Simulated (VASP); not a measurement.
Runs of VASP 6.6.1 on Mg. Symmetry: P6_3/mmc, No. 194, hexagonal system. Conventional cell: a = 3.189 Å, b = 3.189 Å, c = 5.113 Å, α = 90.00°, β = 90.00°, γ = 120.00°. Within 4.1 Å of Mg (site symmetry -6m2) lie 12 Mg at 3.15 to 3.19 Å. 

```csv
level,potentials or basis,gap on the mesh (eV),pressure (GPa)
r2SCAN,"VASP PAW PBE potentials, release 64 (Mg)",none,(a)
PBEsol,"VASP PAW PBE potentials, release 64 (Mg)",none,-0.1
PBE,"VASP PAW PBE potentials, release 64 (Mg)",none,0.5
LDA,"VASP PAW LDA potentials, release 64 (Mg)",none,-1.9
```

Alike in all rows: task single point; no spin polarisation; cell as given; k mesh 11 × 11 × 6; cutoff (eV) 520; smearing fermi-dirac 0.05 eV.

Q: Estimate the missing entries.

A: (a) -0.2.

Caveats: the PAW data sets were made with another functional, which shifts forces and pressure a little (at least some runs).

A gap of «none» marks levels without a gap at the run's occupations.
